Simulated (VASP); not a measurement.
Set up this calculation in VASP 6.6.1, as the native input.

```
Task                   : single point
Functional             : PBE
Potentials or basis    : VASP PAW PBE potentials, release 64 (In_d, Sb)
Cutoff                 : 520 eV
k mesh                 : 6 × 6 × 6
Occupations            : fermi-dirac, width 0.02 eV
Spin                   : non-collinear spin, zero start, spin-orbit coupling
Starting moments       : [[0, 0, 0], [0, 0, 0]] μB
Dipole correction      : no
Further INCAR settings : ALGO = Normal; EDIFF = 1e-06; NBANDS = 30
```

The structure of InSb (zinc blende type) lies in POSCAR:

```
InSb
1.0
    0.0000000000      3.3200000000      3.3200000000
    3.3200000000      0.0000000000      3.3200000000
    3.3200000000      3.3200000000      0.0000000000
In Sb
1 1
Direct
    0.0000000000      0.0000000000      0.0000000000
    0.2500000000      0.2500000000      0.2500000000
```

The input as run:

INCAR

```
SYSTEM = InSb
PREC     = Accurate       ! precision mode
ENCUT    = 520            ! plane-wave cutoff, eV
EDIFF    = 1E-6           ! SCF threshold, eV
ISMEAR   = -1             ! smearing method
SIGMA    = 0.02           ! smearing width, eV
LREAL    = .FALSE.        ! projectors in reciprocal space
LASPH    = .TRUE.         ! aspherical terms in the spheres
NELM     = 150            ! most SCF steps
ALGO     = Normal         ! electronic algorithm
ISIF     = 2              ! what is computed and relaxed
LWAVE    = .FALSE.        ! write WAVECAR
LCHARG   = .TRUE.         ! write CHGCAR
MAGMOM   = 0 0 0 0 0 0    ! initial moments
LORBIT   = 11             ! projections on sites
LSORBIT  = .TRUE.         ! spin-orbit coupling
GGA_COMPAT= .FALSE.      
LORBMOM  = .TRUE.       
GGA      = PE             ! functional
LVHAR    = .TRUE.       
NBANDS   = 30             ! bands
```

KPOINTS

```
regular mesh
0
G
  6 6 6
  0 0 0
```

Potentials or basis: VASP PAW PBE potentials, release 64 (In_d, Sb).

Run with:

```bash
$ cat potpaw_PBE.64/In_d/POTCAR potpaw_PBE.64/Sb/POTCAR > POTCAR
$ mpirun -np 1 vasp_ncl > vasp.out
```

It gave:

```
Pressure                                              : 0.0 GPa
Net moment                                            : 0.00 μB per cell
Valence electrons inside the program's atomic spheres : In 11.39; Sb 2.46
```

It took 47 s on 1 thread of Intel(R) Xeon(R) 6975P-C (Granite Rapids), with other jobs on the host, peak memory 0.41 GiB.
